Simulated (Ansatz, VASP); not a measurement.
TaN: VASP beside Ansatz

```
Ta N
1.0
     3.05000    0.00000    0.00000
    -1.52500    2.64138    0.00000
     0.00000    0.00000    4.94000
Ta N
2 2
Cartesian
  -0.2898 1.5936 -0.1079
  1.5250 0.8805 2.4700
  0.0000 1.7609 1.9019
  1.8148 1.0477 4.4798
```

Change from the starting cell: shortest bond scaled by 0.62, PAW files.

Alike in both runs: task single point; functional PBE; k mesh 7 × 7 × 4; occupations fermi-dirac, width 0.03 eV; no spin polarisation.

|  | VASP | Ansatz |
| --- | --- | --- |
| version | VASP 6.6.1 | Ansatz 0.2.0 |
| potentials or method | VASP PAW PBE potentials, release 64 (Ta_sv_GW, N) | PAW with Ansatz's default frozen-core files, scalar-relativistic |
| plane-wave cutoff (eV) | 700 | 420 |
| valence electrons in the cell | 36 | 36 |

|  | VASP | Ansatz | Ansatz less VASP |
| --- | --- | --- | --- |
| pressure (GPa) | 310.8 | 312.8 | +2.09 |
| traceless stress, the component that is largest in VASP (GPa) | 253.62 | 256.33 | +2.704 |
| rms of the force components (eV/Å) | 55.341 | 55.947 | +0.6061 |

Atom by atom the forces differ by 0.608 eV/Å (rms over components). Both programs put the cell under a high pressure, so it lies far from rest at this level.

Neither program's run includes spin-orbit coupling. Noted on VASP's run: the cell as given lies far from equilibrium.
